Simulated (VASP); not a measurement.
# Sr (P6/mmm) in VASP: further runs

Runs on Sr. Level: PBE+D3(BJ). Tasks: single point.

Everything below comes from runs of VASP 6.6.1. Logs are shortened: lines on timing, memory, paths and dates and some standing lists are left out, and cuts for length are marked.

### 1 The cell of the first run

Symmetry: P6/mmm, No. 191, hexagonal system. Conventional cell: a = 11.599 Å, b = 11.599 Å, c = 3.967 Å, α = 90.00°, β = 90.00°, γ = 120.00°. Within 5.2 Å of Sr (site symmetry 6/mmm) lie 2 Sr at 3.97 Å.

This isn't the form of Sr at room conditions, which is fcc.

### 2 Single point, PBE+D3(BJ)

INCAR reads:

```
SYSTEM = Sr
PREC     = Accurate       ! precision mode
ENCUT    = 520            ! plane-wave cutoff, eV
EDIFF    = 1E-6           ! SCF threshold, eV
ISMEAR   = 0              ! smearing method
SIGMA    = 0.03           ! smearing width, eV
LREAL    = .FALSE.        ! projectors in reciprocal space
LASPH    = .TRUE.         ! aspherical terms in the spheres
NELM     = 100            ! most SCF steps
ALGO     = Fast           ! electronic algorithm
ISIF     = 2              ! what is computed and relaxed
LWAVE    = .FALSE.        ! write WAVECAR
LCHARG   = .FALSE.        ! write CHGCAR
GGA      = PE             ! functional
IVDW     = 12             ! dispersion correction
NBANDS   = 11             ! bands
```

KPOINTS reads:

```
Automatic mesh
0
G
  6 6 8
  0 0 0
```

POSCAR reads:

```
Sr
1.0
   11.5992804724      0.0000000000      0.0000000000
   -5.7996402362     10.0452715548      0.0000000000
    0.0000000000      0.0000000000      3.9671393761
Sr
1
Direct
    0.0000000000      0.0000000000      0.0000000000
```

Potentials or basis: VASP PAW PBE potentials, release 64 (Sr_sv).

Started as:

```bash
$ cat potpaw_PBE.64/Sr_sv/POTCAR > POTCAR
$ mpirun -np 1 vasp_std > vasp.out
```

OUTCAR:

```text
SYSTEM = Sr
   PREC = Accurate
   ENCUT = 520
   EDIFF = 1E-6
   ISMEAR = 0
   LREAL = .FALSE.
   LASPH = .TRUE.
   NELM = 100
   ISIF = 2
   GGA = PE
   IVDW = 12
 IVDW          = 12

 ion  position               nearest neighbor table
   1  0.000  0.000  0.000-

  LATTYP: Found a hexagonal cell.
 ALAT       =    11.5992804724
 C/A-ratio  =     0.3420159885

  Lattice vectors:

 A1 = (  11.5992804724,   0.0000000000,   0.0000000000)
 A2 = (  -5.7996402362,  10.0452715548,   0.0000000000)
 A3 = (   0.0000000000,   0.0000000000,   3.9671393761)

Analysis of symmetry for initial positions (statically):
=====================================================================
 Subroutine PRICEL returns:
 Original cell was already a primitive cell.

 Routine SETGRP: Setting up the symmetry group for a
 hexagonal supercell.

 Subroutine GETGRP returns: Found 24 space group operations
 (whereof 24 operations were pure point group operations)
 out of a pool of 24 trial point group operations.

The static configuration has the point symmetry D_6h.

Analysis of symmetry for dynamics (positions and initial velocities):
=====================================================================
 Subroutine PRICEL returns:
 Original cell was already a primitive cell.

 Routine SETGRP: Setting up the symmetry group for a
 hexagonal supercell.

 Subroutine GETGRP returns: Found 24 space group operations
 (whereof 24 operations were pure point group operations)
 out of a pool of 24 trial point group operations.

The dynamic configuration has the point symmetry D_6h.

 Subroutine INISYM returns: Found 24 space group operations
 (whereof 24 operations are pure point group operations),
 and found     1 'primitive' translations

----------------------------------------------------------------------------------------

                                     Primitive cell

  volume of cell :     462.2428

  direct lattice vectors                    reciprocal lattice vectors
    11.599280472  0.000000000  0.000000000     0.086212244  0.049774662  0.000000000
    -5.799640236 10.045271555  0.000000000     0.000000000  0.099549325  0.000000000
     0.000000000  0.000000000  3.967139376     0.000000000  0.000000000  0.252070801

  length of vectors
    11.599280472 11.599280472  3.967139376     0.099549325  0.099549325  0.252070801

  position of ions in fractional coordinates (direct lattice)
     0.000000000  0.000000000  0.000000000

  ion indices of the primitive-cell ions
   primitive index   ion index
                 1           1

----------------------------------------------------------------------------------------

 KPOINTS: Automatic mesh

Automatic generation of k-mesh.
 Grid dimensions read from file:
 generate k-points for:    6    6    8

 Generating k-lattice:

  Cartesian coordinates                     Fractional coordinates (reciprocal lattice)
     0.014368707  0.008295777  0.000000000     0.166666667 -0.000000000  0.000000000
     0.000000000  0.016591554  0.000000000     0.000000000  0.166666667  0.000000000
     0.000000000  0.000000000  0.031508850     0.000000000  0.000000000  0.125000000

  Length of vectors
     0.016591554  0.016591554  0.031508850

  Shift w.r.t. Gamma in fractional coordinates (k-lattice)
     0.000000000  0.000000000  0.000000000

 Subroutine IBZKPT returns following result:
 ===========================================

 Found     35 irreducible k-points:

 Following reciprocal coordinates:
            Coordinates               Weight
  0.000000  0.000000  0.000000      1.000000
  0.166667  0.000000  0.000000      6.000000
  0.333333  0.000000  0.000000      6.000000
  0.500000  0.000000  0.000000      3.000000
  0.166667  0.166667  0.000000      6.000000
  0.333333  0.166667  0.000000     12.000000
[... 16 lines left out ...]
  0.166667  0.000000  0.375000     12.000000
  0.333333  0.000000  0.375000     12.000000
 [... further k-points ...]
   k-points           NKPTS =     35   k-points in BZ     NKDIM =     35   number of bands    NBANDS=     11
   number of dos      NEDOS =    301   number of ions     NIONS =      1
   total plane-waves  NPLWV = 243000
   dimension x,y,z NGX =    90 NGY =   90 NGZ =   30
   dimension x,y,z NGXF=   180 NGYF=  180 NGZF=   60
   ions per type =               1
   NGX,Y,Z   is equivalent  to a cutoff of  12.90, 12.90, 12.57 a.u.
   NGXF,Y,Z  is equivalent  to a cutoff of  25.80, 25.80, 25.14 a.u.
 SYSTEM =  Sr
   PREC   = accura    normal or accurate (medium, high low for compatibility)
   ISTART =      0    job   : 0-new  1-cont  2-samecut
   ICHARG =      2    charge: 1-file 2-atom 10-const
   ISPIN  =      1    spin polarized calculation?
   LNONCOLLINEAR =      F non collinear calculations
   LSORBIT =      F    spin-orbit coupling
   LASPH  =      T    aspherical Exc in radial PAW
   ENCUT  =  520.0 eV  38.22 Ry    6.18 a.u.  21.57 21.57  7.38*2*pi/ulx,y,z
   NELM   =    100;   NELMIN=  2; NELMDL= -5     # of ELM steps
   EDIFF  = 0.1E-05   stopping-criterion for ELM
   LREAL  =      F    real-space projection
   EDIFFG = 0.1E-04   stopping-criterion for IOM
   NSW    =      0    number of steps for IOM
   IBRION =     -1    ionic relax: 0-MD 1-quasi-New 2-CG
   NFREE  =      0    steps in history (QN), initial steepest desc. (CG)
   ISIF   =      2    stress and relaxation
   ISYM   =      2    0-nonsym 1-usesym 2-fastsym
   POTIM  = 0.5000    time-step for ionic-motion
   TEBEG  =    0.0;   TEEND  =   0.0 temperature during run
   PSTRESS=    0.0 pullay stress
   NELECT =      10.0000    total number of electrons
   NUPDOWN=      -1.0000    fix difference up-down
   EMIN   =  10.00;   EMAX   =-10.00  energy-range for DOS
   EFERMI =   0.00;   METHOD = LEGACY
   ISMEAR =     0;   SIGMA  =   0.03  broadening in eV -4-tet -1-fermi 0-gaus
   EFERMI_NEDOS =   21; number of points for ismear=-14 and -15
   IALGO  =     68    algorithm
   IMIX   =      4    mixing-type and parameters
     AMIX     =   0.40;   BMIX     =  1.00
     AMIX_MAG =   1.60;   BMIX_MAG =  1.00
  volume/ion in A,a.u.               =     462.24      3119.37
  Fermi-wavevector in a.u.,A,eV,Ry     =   0.456161  0.862019  2.831138  0.208083
  Thomas-Fermi vector in A             =   1.440167
   LORBIT       =      0    0 simple, 1 ext, 2 COOP (PROOUT), +10 PAW based schemes
   GGA     = PE    functional components
   LHFCALC =     F    Hartree Fock is set to
   AEXX    =    0.0000 exact exchange contribution
   IVDW    =    12    specifies the selected vdW correction
   LEPSILON=     F    determine dielectric tensor
   LRPA    =     F    only Hartree local field effects (RPA)
 non-spin polarized calculation
 RMM-DIIS sequential band-by-band and
 Gauss-broadening in eV      SIGMA  =   0.03
  energy-cutoff  :      520.00
  volume of cell :      462.24
 maximum number of plane-waves:     12498
 NGX is ok and might be reduce to    90

 number of electron      10.0000000 magnetization

 Free energy of the ion-electron system (eV)
  ---------------------------------------------------
  ext. energy  EPLUGINS =         0.00000000
  ---------------------------------------------------
  free energy    TOTEN  =        -0.15378863 eV

  energy without entropy =       -0.14877214  energy(sigma->0) =       -0.15128038

 E-fermi :  -1.2776     XC(G=0):  -2.0990

 val. band max:       -2.0543480561   @ k =   0.3333   0.3333   0.3750
 cond. band min:      -1.2771979404   @ k =   0.5000   0.0000   0.5000
 fundamental gap:      0.7771501157
 Fermi energy:        -1.2775628298

 k-point     1 :       0.0000    0.0000    0.0000
  band No.  band energies     occupation
      1     -39.5462      2.00000
      2     -21.5676      2.00000
      3     -21.5676      2.00000
      4     -21.2828      2.00000
      5      -3.8067      2.00000
      6      -1.1385      0.00000
      7      -1.1385      0.00000
      8      -1.0777      0.00000
      9      -0.6701      0.00000
     10      -0.6701      0.00000
     11       0.3675      0.00000

 k-point     2 :       0.1667    0.0000    0.0000
  band No.  band energies     occupation
      1     -39.5462      2.00000
      2     -21.5676      2.00000
      3     -21.5676      2.00000
      4     -21.2828      2.00000
      5      -3.8058      2.00000
      6      -1.1852      0.00001
      7      -1.1463      0.00000
      8      -1.0478      0.00000
      9      -0.6724      0.00000
     10      -0.6585      0.00000
     11       0.4357      0.00000

 k-point     3 :       0.3333    0.0000    0.0000
  band No.  band energies     occupation
      1     -39.5462      2.00000
      2     -21.5676      2.00000
      3     -21.5676      2.00000
      4     -21.2828      2.00000
      5      -3.8038      2.00000
      6      -1.2423      0.09658
      7      -1.1609      0.00000
      8      -1.0234      0.00000
      9      -0.6773      0.00000
     10      -0.6365      0.00000
     11       0.6051      0.00000

 k-point     4 :       0.5000    0.0000    0.0000
  band No.  band energies     occupation
      1     -39.5462      2.00000
      2     -21.5676      2.00000
      3     -21.5676      2.00000
      4     -21.2828      2.00000
      5      -3.8028      2.00000
      6      -1.2651      0.55805
      7      -1.1678      0.00000
      8      -1.0163      0.00000
      9      -0.6798      0.00000
     10      -0.6259      0.00000
     11       0.8529      0.00000

 k-point     5 :       0.1667    0.1667    0.0000
  band No.  band energies     occupation
      1     -39.5462      2.00000
      2     -21.5676      2.00000
      3     -21.5676      2.00000
      4     -21.2828      2.00000
      5      -3.8043      2.00000
      6      -1.2246      0.01253
      7      -1.1652      0.00000
      8      -1.0259      0.00000
      9      -0.6714      0.00000
     10      -0.6457      0.00000
     11       0.5570      0.00000
[... 211 lines left out ...]
 k-point    21 :       0.3333    0.3333    0.2500
  band No.  band energies     occupation
      1     -39.5404      2.00000
      2     -21.5574      2.00000
      3     -21.5574      2.00000
      4     -21.3839      2.00000
      5      -2.9501      2.00000
      6      -1.1518      0.00000
      7      -1.1517      0.00000
      8      -0.4397      0.00000
      9      -0.2837      0.00000
     10      -0.2837      0.00000
     11       0.6460      0.00000

 k-point    22 :       0.0000    0.0000    0.3750
  band No.  band energies     occupation
      1     -39.5363      2.00000
      2     -21.5502      2.00000
      3     -21.5502      2.00000
      4     -21.4537      2.00000
      5      -2.0628      2.00000
      6      -1.2136      0.00257
      7      -1.2136      0.00257
      8      -0.3467      0.00000
      9       0.0401      0.00000
     10       0.0401      0.00000
     11       1.0702      0.00000

 k-point    23 :       0.1667    0.0000    0.3750
  band No.  band energies     occupation
      1     -39.5363      2.00000
      2     -21.5502      2.00000
      3     -21.5502      2.00000
      4     -21.4537      2.00000
      5      -2.0609      2.00000
      6      -1.2162      0.00381
      7      -1.2142      0.00283
      8      -0.3453      0.00000
      9       0.0394      0.00000
     10       0.0435      0.00000
     11       1.0457      0.00000

 k-point    24 :       0.3333    0.0000    0.3750
  band No.  band energies     occupation
      1     -39.5363      2.00000
      2     -21.5502      2.00000
      3     -21.5502      2.00000
      4     -21.4537      2.00000
      5      -2.0572      2.00000
      6      -1.2214      0.00813
      7      -1.2155      0.00344
      8      -0.3425      0.00000
      9       0.0382      0.00000
     10       0.0503      0.00000
     11       0.8732      0.00000

 [... further k-points ...]

------------------------ aborting loop because EDIFF is reached ----------------------------------------

 Edisp (eV)   -0.02688

 E8    (eV) :    -0.0152

  FORCE on cell =-STRESS in cart. coord.  units (eV):
  Direction    XX          YY          ZZ          XY          YZ          ZX
  --------------------------------------------------------------------------------------
  -------------------------------------------------------------------------------------
  Total      -0.01943    -0.01943     0.94929     0.00000     0.00000     0.00000
  in kB      -0.06734    -0.06734     3.29034     0.00000     0.00000     0.00000
  external pressure =        1.05 kB  Pullay stress =        0.00 kB

 VOLUME and BASIS-vectors are now :
 -----------------------------------------------------------------------------
  energy-cutoff  :      520.00
  volume of cell :      462.24
      direct lattice vectors                 reciprocal lattice vectors
    11.599280472  0.000000000  0.000000000     0.086212244  0.049774662  0.000000000
    -5.799640236 10.045271555  0.000000000     0.000000000  0.099549325  0.000000000
     0.000000000  0.000000000  3.967139376     0.000000000  0.000000000  0.252070801

 POSITION                                       TOTAL-FORCE (eV/Angst)
 -----------------------------------------------------------------------------------
      0.00000      0.00000      0.00000         0.000000      0.000000      0.000000
 -----------------------------------------------------------------------------------
    total drift:                                0.000000      0.000000     -0.000000

  FREE ENERGIE OF THE ION-ELECTRON SYSTEM (eV)
  ---------------------------------------------------
  free  energy   TOTEN  =        -0.1806688498 eV

  energy  without entropy=       -0.1756523590  energy(sigma->0) =       -0.17816060
```

It took 2.1 min on 1 thread of Intel Xeon 6975P-C (Granite Rapids), shared host; peak memory 0.63 GiB.

What came out:

```
Free energy                : -0.1807 eV
Pressure                   : 0.1 GPa
Band gap on the k mesh     : zero (filled and empty bands overlap)
Dispersion energy per atom : -0.027 eV
```

### 3 Single point, PBE+D3(BJ)

This run uses another cell than the first one, of the same volume but with other edges.

INCAR reads:

```
  PREC = Accurate
  ENCUT = 520
  EDIFF = 1E-7
  ISMEAR = 0
  SIGMA = 0.03
  LREAL = False
  LASPH = True
  NELM = 100
  ALGO = Normal
  ISIF = 2
  LWAVE = False
  LCHARG = False
  GGA = PE
  IVDW = 12
  NBANDS = 11
```

KPOINTS reads:

```
regular mesh
0
Gamma
  6 6 8
```

POSCAR reads:

```
Sr
1.0
   10.3397556698      0.0000000000      0.0000000000
   -5.1698778349      8.9544910790      0.0000000000
    0.0000000000      0.0000000000      4.9925107140
Sr
1
Direct
    0.0000000000      0.0000000000      0.0000000000
```

Potentials or basis: VASP PAW PBE potentials, release 64 (Sr_sv).

Started as:

```bash
$ cat potpaw_PBE.64/Sr_sv/POTCAR > POTCAR
$ mpirun -np 1 vasp_std > vasp.out
```

It took 96 s on 1 thread of Intel Xeon 6975P-C (Granite Rapids), shared host; peak memory 0.63 GiB.

It converged, with:

```
Free energy                : -0.3435 eV
Pressure                   : -0.1 GPa
Band gap on the k mesh     : 0.58 eV (least direct gap 0.61 eV)
Dispersion energy per atom : -0.115 eV
```

Stress tensor (GPa, compression positive):
```
-0.02  0.00  0.00
 0.00 -0.02  0.00
 0.00  0.00 -0.22
```

Levels at points of the mesh, in eV from the valence-band top:
| k point | band 1 | band 2 | band 3 | band 4 | band 5 | band 6 | band 7 | band 8 | band 9 | band 10 |
| --- | --- | --- | --- | --- | --- | --- | --- | --- | --- | --- |
| (0.00, 0.00, 0.00) | -38.07 | -20.02 | -20.02 | -19.94 | -1.45 | 1.01 | 1.15 | 1.15 | 1.34 | 1.34 |
| (0.50, 0.00, 0.00) | -38.07 | -20.02 | -20.02 | -19.94 | -1.43 | 0.85 | 1.08 | 1.09 | 1.33 | 1.41 |
| (0.00, 0.00, 0.50) | -38.07 | -20.02 | -20.02 | -19.95 | -0.03 | 0.58 | 1.04 | 1.04 | 1.65 | 1.65 |
| (0.50, 0.00, 0.50) | -38.07 | -20.02 | -20.02 | -19.95 | 0.00 | 0.60 | 1.01 | 1.03 | 1.64 | 1.67 |

(Continued in part 2 of 2.)

The gap in the log of VASP goes by the Fermi energy; the results here count the filled bands.